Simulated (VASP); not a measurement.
# CdP2C (P-4m2) in VASP: further runs

The runs below take CdP2C through single point, relaxation of cell and atoms, with PBEsol, r2SCAN, PBE, LDA.

Program: VASP 6.6.1. These are calculated values, not measurements. Logs are shortened: lines on timing, memory, paths and dates and some standing lists are left out, and cuts for length are marked.

### 1 The cell of the first run

The structure is tetragonal, space group P-4m2 (No. 115). Conventional cell: a = 2.820 Å, b = 2.820 Å, c = 8.390 Å, α = 90.00°, β = 90.00°, γ = 90.00°. Within 3.7 Å of Cd (site symmetry -4m2) lie 4 Cd at 2.82 Å and 4 P at 3.32 Å. Within 2.4 Å of P (site symmetry 2mm) lie 2 C at 1.85 Å. Within 2.4 Å of C (site symmetry -4m2) lie 4 P at 1.85 Å.

### 2 Single point, PBEsol

Input file INCAR:

```
PREC = Accurate
ENCUT = 520
EDIFF = 1E-6
ISMEAR = -1
SIGMA = 0.02
LREAL = False
LASPH = True
NELM = 80
ALGO = Normal
ISIF = 2
LWAVE = False
LCHARG = False
GGA = PS
NBANDS = 21
```

Input file KPOINTS:

```
regular mesh
0
Gamma
  8 8 4
```

Input file POSCAR:

```
CdP2C
1.0
    2.8201390777      0.0000000000      0.0000000000
    0.0000000000      2.8201390777      0.0000000000
    0.0000000000      0.0000000000      8.3898632699
Cd P C
1 2 1
Direct
    0.0000000000      0.0000000000      0.0000000000
    0.0000000000      0.5000000000      0.3580065540
    0.5000000000      0.0000000000      0.6419934460
    0.5000000000      0.5000000000      0.5000000000
```

Potentials or basis: VASP PAW PBE potentials, release 64 (Cd, P, C).

On the command line:

```bash
$ cat potpaw_PBE.64/Cd/POTCAR potpaw_PBE.64/P/POTCAR potpaw_PBE.64/C/POTCAR > POTCAR
$ mpirun -np 1 vasp_std > vasp.out
```

OUTCAR:

```text
PREC = Accurate
   ENCUT = 520
   EDIFF = 1E-6
   ISMEAR = -1
   LREAL = False
   LASPH = True
   NELM = 80
   ISIF = 2
   GGA = PS

 ion  position               nearest neighbor table
   1  0.000  0.000  0.000-   2 3.32   3 3.32   2 3.32   3 3.32
   2  0.000  0.500  0.358-   4 1.85   4 1.85   1 3.32   1 3.32
   3  0.500  0.000  0.642-   4 1.85   4 1.85   1 3.32   1 3.32
   4  0.500  0.500  0.500-   2 1.85   3 1.85   3 1.85   2 1.85

  LATTYP: Found a simple tetragonal cell.
 ALAT       =     2.8201390777
 C/A-ratio  =     2.9749820980

  Lattice vectors:

 A1 = (   2.8201390777,   0.0000000000,   0.0000000000)
 A2 = (   0.0000000000,   2.8201390777,   0.0000000000)
 A3 = (   0.0000000000,   0.0000000000,   8.3898632699)

Analysis of symmetry for initial positions (statically):
=====================================================================
 Subroutine PRICEL returns:
 Original cell was already a primitive cell.

 Routine SETGRP: Setting up the symmetry group for a
 simple tetragonal supercell.

 Subroutine GETGRP returns: Found  8 space group operations
 (whereof  8 operations were pure point group operations)
 out of a pool of 16 trial point group operations.

The static configuration has the point symmetry D_2d.

Analysis of symmetry for dynamics (positions and initial velocities):
=====================================================================
 Subroutine PRICEL returns:
 Original cell was already a primitive cell.

 Routine SETGRP: Setting up the symmetry group for a
 simple tetragonal supercell.

 Subroutine GETGRP returns: Found  8 space group operations
 (whereof  8 operations were pure point group operations)
 out of a pool of 16 trial point group operations.

The dynamic configuration has the point symmetry D_2d.

 Subroutine INISYM returns: Found  8 space group operations
 (whereof  8 operations are pure point group operations),
 and found     1 'primitive' translations

----------------------------------------------------------------------------------------

                                     Primitive cell

  volume of cell :      66.7261

  direct lattice vectors                    reciprocal lattice vectors
     2.820139078  0.000000000  0.000000000     0.354592441  0.000000000  0.000000000
     0.000000000  2.820139078  0.000000000     0.000000000  0.354592441  0.000000000
     0.000000000  0.000000000  8.389863270     0.000000000  0.000000000  0.119191454

  length of vectors
     2.820139078  2.820139078  8.389863270     0.354592441  0.354592441  0.119191454

  position of ions in fractional coordinates (direct lattice)
     0.000000000  0.000000000  0.000000000
     0.000000000  0.500000000  0.358006554
     0.500000000  0.000000000  0.641993446
     0.500000000  0.500000000  0.500000000

  ion indices of the primitive-cell ions
   primitive index   ion index
                 1           1
                 2           2
                 3           3
                 4           4

----------------------------------------------------------------------------------------

 KPOINTS: regular mesh

Automatic generation of k-mesh.
 Grid dimensions read from file:
 generate k-points for:    8    8    4

 Generating k-lattice:

  Cartesian coordinates                     Fractional coordinates (reciprocal lattice)
     0.044324055  0.000000000  0.000000000     0.125000000  0.000000000  0.000000000
     0.000000000  0.044324055  0.000000000     0.000000000  0.125000000  0.000000000
     0.000000000  0.000000000  0.029797863     0.000000000  0.000000000  0.250000000

  Length of vectors
     0.044324055  0.044324055  0.029797863

  Shift w.r.t. Gamma in fractional coordinates (k-lattice)
     0.000000000  0.000000000  0.000000000

 Subroutine IBZKPT returns following result:
 ===========================================

 Found     45 irreducible k-points:

 Following reciprocal coordinates:
            Coordinates               Weight
  0.000000  0.000000  0.000000      1.000000
  0.125000  0.000000  0.000000      4.000000
  0.250000  0.000000  0.000000      4.000000
  0.375000  0.000000  0.000000      4.000000
  0.500000  0.000000  0.000000      2.000000
  0.125000  0.125000  0.000000      4.000000
[... 16 lines left out ...]
  0.375000  0.125000  0.250000     16.000000
  0.500000  0.125000  0.250000      8.000000
 [... further k-points ...]
   k-points           NKPTS =     45   k-points in BZ     NKDIM =     45   number of bands    NBANDS=     21
   number of dos      NEDOS =    301   number of ions     NIONS =      4
   total plane-waves  NPLWV =  36864
   dimension x,y,z NGX =    24 NGY =   24 NGZ =   64
   dimension x,y,z NGXF=    48 NGYF=   48 NGZF=  128
   ions per type =               1   2   1
   NGX,Y,Z   is equivalent  to a cutoff of  14.15, 14.15, 12.68 a.u.
   NGXF,Y,Z  is equivalent  to a cutoff of  28.30, 28.30, 25.36 a.u.
 SYSTEM =  unknown system
   PREC   = accura    normal or accurate (medium, high low for compatibility)
   ISTART =      0    job   : 0-new  1-cont  2-samecut
   ICHARG =      2    charge: 1-file 2-atom 10-const
   ISPIN  =      1    spin polarized calculation?
   LNONCOLLINEAR =      F non collinear calculations
   LSORBIT =      F    spin-orbit coupling
   LASPH  =      T    aspherical Exc in radial PAW
   ENCUT  =  520.0 eV  38.22 Ry    6.18 a.u.   5.24  5.24 15.60*2*pi/ulx,y,z
   NELM   =     80;   NELMIN=  2; NELMDL= -5     # of ELM steps
   EDIFF  = 0.1E-05   stopping-criterion for ELM
   LREAL  =      F    real-space projection
   EDIFFG = 0.1E-04   stopping-criterion for IOM
   NSW    =      0    number of steps for IOM
   IBRION =     -1    ionic relax: 0-MD 1-quasi-New 2-CG
   NFREE  =      0    steps in history (QN), initial steepest desc. (CG)
   ISIF   =      2    stress and relaxation
   ISYM   =      2    0-nonsym 1-usesym 2-fastsym
   POTIM  = 0.5000    time-step for ionic-motion
   TEBEG  =    0.0;   TEEND  =   0.0 temperature during run
   PSTRESS=    0.0 pullay stress
   NELECT =      26.0000    total number of electrons
   NUPDOWN=      -1.0000    fix difference up-down
   EMIN   =  10.00;   EMAX   =-10.00  energy-range for DOS
   EFERMI =   0.00;   METHOD = LEGACY
   ISMEAR =    -1;   SIGMA  =   0.02  broadening in eV -4-tet -1-fermi 0-gaus
   EFERMI_NEDOS =   21; number of points for ismear=-14 and -15
   IALGO  =     38    algorithm
   IMIX   =      4    mixing-type and parameters
     AMIX     =   0.40;   BMIX     =  1.00
     AMIX_MAG =   1.60;   BMIX_MAG =  1.00
  volume/ion in A,a.u.               =      16.68       112.57
  Fermi-wavevector in a.u.,A,eV,Ry     =   1.195732  2.259606 19.453281  1.429776
  Thomas-Fermi vector in A             =   2.331690
   LORBIT       =      0    0 simple, 1 ext, 2 COOP (PROOUT), +10 PAW based schemes
   GGA     = PS    functional components
   LHFCALC =     F    Hartree Fock is set to
   AEXX    =    0.0000 exact exchange contribution
   IVDW    =     0    specifies the selected vdW correction
   LEPSILON=     F    determine dielectric tensor
   LRPA    =     F    only Hartree local field effects (RPA)
 non-spin polarized calculation
  energy-cutoff  :      520.00
  volume of cell :       66.73
 maximum number of plane-waves:      1840
 NGX is ok and might be reduce to    24
   NGX = 11   NGY = 11   NGZ = 31

 number of electron      26.0000006 magnetization

 Free energy of the ion-electron system (eV)
  ---------------------------------------------------
  ext. energy  EPLUGINS =         0.00000000
  ---------------------------------------------------
  free energy    TOTEN  =       -21.00128671 eV

  energy without entropy =      -20.99900101  energy(sigma->0) =      -21.00014386

 E-fermi :   5.2950     XC(G=0): -10.5848

 val. band max:        5.2702208646   @ k =   0.5000   0.1250   0.0000
 cond. band min:       5.3202219305   @ k =   0.3750   0.3750   0.5000
 fundamental gap:      0.0500010658
 Fermi energy:         5.2949909932

 k-point     1 :       0.0000    0.0000    0.0000
  band No.  band energies     occupation
      1     -12.5480      2.00000
      2      -7.8054      2.00000
      3      -4.4204      2.00000
      4      -3.9868      2.00000
      5      -2.8500      2.00000
      6      -2.8500      2.00000
[... 13 lines left out ...]
     20      12.3872      0.00000
     21      13.9106      0.00000

 k-point     2 :       0.1250    0.0000    0.0000
  band No.  band energies     occupation
      1     -12.3191      2.00000
      2      -7.5939      2.00000
      3      -4.3156      2.00000
      4      -3.8432      2.00000
      5      -2.9957      2.00000
      6      -2.8394      2.00000
[... 13 lines left out ...]
     20      13.5013      0.00000
     21      14.2127      0.00000

 k-point     3 :       0.2500    0.0000    0.0000
  band No.  band energies     occupation
      1     -11.6569      2.00000
      2      -7.0343      2.00000
      3      -4.1704      2.00000
      4      -3.4681      2.00000
      5      -3.3147      2.00000
      6      -2.8458      2.00000
[... 13 lines left out ...]
     20      12.2457      0.00000
     21      14.5060      0.00000

 k-point     4 :       0.3750    0.0000    0.0000
  band No.  band energies     occupation
      1     -10.6899      2.00000
      2      -6.6422      2.00000
      3      -4.4579      2.00000
      4      -4.0739      2.00000
      5      -3.5410      2.00000
      6      -3.0387      2.00000
[... 13 lines left out ...]
     20      12.6967      0.00000
     21      13.8501      0.00000

 k-point     5 :       0.5000    0.0000    0.0000
  band No.  band energies     occupation
      1     -10.0429      2.00000
      2      -7.0275      2.00000
      3      -4.5491      2.00000
      4      -4.0393      2.00000
      5      -3.6211      2.00000
      6      -3.1165      2.00000
[... 13 lines left out ...]
     20      12.4531      0.00000
     21      14.8884      0.00000
[... 382 lines left out ...]
     20      14.0027      0.00000
     21      14.8475      0.00000

 k-point    22 :       0.2500    0.1250    0.2500
  band No.  band energies     occupation
      1     -11.4287      2.00000
      2      -6.8344      2.00000
      3      -3.9483      2.00000
      4      -3.4105      2.00000
      5      -3.3100      2.00000
      6      -2.9874      2.00000
[... 13 lines left out ...]
     20      13.0170      0.00000
     21      14.7128      0.00000

 k-point    23 :       0.3750    0.1250    0.2500
  band No.  band energies     occupation
      1     -10.4629      2.00000
      2      -6.4316      2.00000
      3      -4.2771      2.00000
      4      -3.8407      2.00000
      5      -3.5486      2.00000
      6      -3.2077      2.00000
[... 13 lines left out ...]
     20      12.8762      0.00000
     21      13.7886      0.00000

 k-point    24 :       0.5000    0.1250    0.2500
  band No.  band energies     occupation
      1      -9.8158      2.00000
      2      -6.8127      2.00000
      3      -4.3702      2.00000
      4      -3.8048      2.00000
      5      -3.6337      2.00000
      6      -3.2911      2.00000
[... 13 lines left out ...]
     20      12.5708      0.00000
     21      14.1476      0.00000

 [... further k-points ...]
[... 5 lines left out ...]
  --------------------------------------------------------------------------------------
  -------------------------------------------------------------------------------------
  Total        0.0616915      0.0616915     -0.0406027      0.0000000     -0.0000000      0.0000000
  in kB        1.4812899      1.4812899     -0.9749224      0.0000000     -0.0000000      0.0000000
  external PRESSURE =       0.6625524 kB  Pullay stress =       0.0000000 kB

 VOLUME and BASIS-vectors are now :
 -----------------------------------------------------------------------------
  energy-cutoff  :      520.00
  volume of cell :       66.73
      direct lattice vectors                 reciprocal lattice vectors
     2.820139078  0.000000000  0.000000000     0.354592441  0.000000000  0.000000000
     0.000000000  2.820139078  0.000000000     0.000000000  0.354592441  0.000000000
     0.000000000  0.000000000  8.389863270     0.000000000  0.000000000  0.119191454

 POSITION                                       TOTAL-FORCE (eV/Angst)
 -----------------------------------------------------------------------------------
      0.00000      0.00000      0.00000         0.000000     -0.000000      0.000000
      0.00000      1.41007      3.00363         0.000000     -0.000000      0.043582
      1.41007      0.00000      5.38624         0.000000     -0.000000     -0.043582
      1.41007      1.41007      4.19493         0.000000      0.000000      0.000000
 -----------------------------------------------------------------------------------
    total drift:                                0.000000      0.000000      0.000000

  FREE ENERGIE OF THE ION-ELECTRON SYSTEM (eV)
  ---------------------------------------------------
  free  energy   TOTEN  =       -21.0012867054 eV

  energy  without entropy=      -20.9990010105  energy(sigma->0) =      -21.00014386
```

Run time: 98 s. Hardware: 1 thread of Intel Xeon 8259CL, shared host; peak memory 0.22 GiB.

Results:

```yaml
Free_energy: -21.0013 eV
Pressure: 0.1 GPa
Largest_force: 0.044 eV/Å
Band_gap_on_the_k_mesh: zero (bands 13 and 14 overlap by 2.46 eV)
```

Forces on the atoms (eV/Å):
```
Cd   0.000  0.000  0.000
P    0.000  0.000  0.044
P    0.000  0.000 -0.044
C    0.000  0.000  0.000
```

Stress tensor (GPa, compression positive):
```
 0.15  0.00  0.00
 0.00  0.15  0.00
 0.00  0.00 -0.10
```

Caveat: the PAW data sets were made with another functional, which shifts forces and pressure a little.

### 3 Single point, r2SCAN

This run uses another cell than the first one, of 16.31 Å³/atom.

Input file POSCAR:

```
CdP2C
1.0
    3.3048442156      0.0000000000      0.0000000000
    0.0000000000      3.3048442156      0.0000000000
    0.0000000000      0.0000000000      5.9718360677
Cd P C
1 2 1
Direct
    0.0000000000      0.0000000000      0.0000000000
    0.0000000000      0.5000000000      0.3265445470
    0.5000000000      0.0000000000      0.6734554530
    0.5000000000      0.5000000000      0.5000000000
```

Input file INCAR.step1:

```
PREC = Accurate ; ENCUT = 520
ISMEAR = -1 ; SIGMA = 0.02
LREAL = False ; LASPH = True
NELM = 100 ; NBANDS = 21
GGA = PE ; ALGO = Normal
EDIFF = 1E-4 ; LWAVE = True
LCHARG = False
```

Input file INCAR.step2:

```
PREC = Accurate ; ENCUT = 520
EDIFF = 1E-7 ; ISMEAR = -1
SIGMA = 0.02 ; LREAL = False
LASPH = True ; NELM = 100
ALGO = Normal ; ISIF = 2
LWAVE = False ; LCHARG = False
METAGGA = R2SCAN ; LMIXTAU = True
NBANDS = 21 ; ISTART = 1
```

KPOINTS is that of step 2.

Potentials or basis: VASP PAW PBE potentials, release 64 (Cd, P, C).

On the command line:

```bash
$ cat potpaw_PBE.64/Cd/POTCAR potpaw_PBE.64/P/POTCAR potpaw_PBE.64/C/POTCAR > POTCAR
$ cp INCAR.step1 INCAR
$ mpirun -np 1 vasp_std > vasp.out
$ cp INCAR.step2 INCAR
$ mpirun -np 1 vasp_std > vasp.out
```

It took 5.2 min on 1 thread of Intel Xeon 8259CL, shared host; peak memory 0.23 GiB.

Results (log left out):

- Free energy: -45.2457 eV
- Pressure: 0.0 GPa
- Largest force: 0.065 eV/Å
- Band gap on the k mesh: zero (bands 13 and 14 overlap by 0.51 eV)

Forces in eV/Å, atoms in the order of the input:
```
Cd   0.000  0.000  0.000
P    0.000  0.000  0.065
P    0.000  0.000 -0.065
C    0.000  0.000  0.000
```

Stress tensor (GPa, compression positive):
```
-0.02  0.00  0.00
 0.00 -0.02  0.00
 0.00  0.00  0.08
```

Levels at points of the mesh, in eV from the Fermi level:
```tsv
k point	band 11	band 12	band 13	band 14	band 15	band 16
(0.00, 0.00, 0.00)	-2.55	-1.57	-0.33	0.68	0.68	2.39
(0.50, 0.00, 0.00)	-5.17	-5.10	0.23	0.33	2.32	3.00
(0.50, 0.50, 0.00)	-4.45	-4.45	-3.24	1.05	1.05	1.15
(0.00, 0.00, 0.50)	-5.70	-0.67	-0.40	0.03	0.03	3.70
(0.50, 0.00, 0.50)	-3.49	-3.13	-0.92	0.34	1.09	1.44
(0.50, 0.50, 0.50)	-5.00	-5.00	-3.87	2.23	3.50	3.50
```

Caveat: the PAW data sets were made with another functional, which shifts forces and pressure a little.

(Continued in part 2 of 3.)

The gap in the log of VASP goes by the Fermi energy; the results here count the filled bands.